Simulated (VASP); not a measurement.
Write the native input for VASP 6.6.1 that does the following.

```
Task                   : single point
Functional             : r2SCAN
Potentials or basis    : VASP PAW PBE potentials, release 64 (In_d, As)
Cutoff                 : 520 eV
k mesh                 : 10 × 10 × 10
Occupations            : gaussian, width 0.01 eV
Spin                   : no spin polarisation
Dipole correction      : no
Further INCAR settings : ALGO = Normal; EDIFF = 1e-06; NBANDS = 16
```

InAs:

```xyz
2
Lattice="0.0000 2.9597 2.9597 2.9597 0.0000 2.9597 2.9597 2.9597 0.0000" Properties=species:S:1:pos:R:3 pbc="T T T"
In    0.0000    0.0000    0.0000
As    1.4799    1.4799    1.4799
```

These files were run (other wordings do the same):

POSCAR

```
InAs
1.0
    0.0000000000      2.9597109259      2.9597109259
    2.9597109259      0.0000000000      2.9597109259
    2.9597109259      2.9597109259      0.0000000000
In As
1 1
Direct
    0.0000000000      0.0000000000      0.0000000000
    0.2500000000      0.2500000000      0.2500000000
```

INCAR.step1

```
SYSTEM = InAs
ALGO = Normal
EDIFF = 1E-4
ENCUT = 520
GGA = PE
ISMEAR = 0
LASPH = .TRUE.
LCHARG = .FALSE.
LREAL = .FALSE.
LWAVE = .TRUE.
NBANDS = 16
NELM = 80
PREC = Accurate
SIGMA = 0.01
```

INCAR.step2

```
SYSTEM = InAs
ALGO = Normal
EDIFF = 1E-6
ENCUT = 520
ISIF = 2
ISMEAR = 0
ISTART = 1
LASPH = .TRUE.
LCHARG = .FALSE.
LMIXTAU = .TRUE.
LREAL = .FALSE.
LWAVE = .FALSE.
METAGGA = R2SCAN
NBANDS = 16
NELM = 80
PREC = Accurate
SIGMA = 0.01
```

KPOINTS

```
k-points
0
G
  10 10 10
  0 0 0
```

Potentials or basis: VASP PAW PBE potentials, release 64 (In_d, As).

Command:

```bash
$ cat potpaw_PBE.64/In_d/POTCAR potpaw_PBE.64/As/POTCAR > POTCAR
$ cp INCAR.step1 INCAR
$ mpirun -np 1 vasp_std > vasp.out
$ cp INCAR.step2 INCAR
$ mpirun -np 1 vasp_std > vasp.out
```

Results of the run:

| Quantity | Value |
| --- | --- |
| Pressure | 6.8 GPa |
| Band gap on the k mesh | 0.61 eV |

Caveat: the cell stands under pressure; the PAW data sets were made with another functional, which shifts forces and pressure a little; spin-orbit coupling is left out, which moves the levels of the heavy elements.

It took 2.8 min on 1 thread of Intel Xeon 8259CL, with other jobs on the host, peak memory 0.21 GiB.
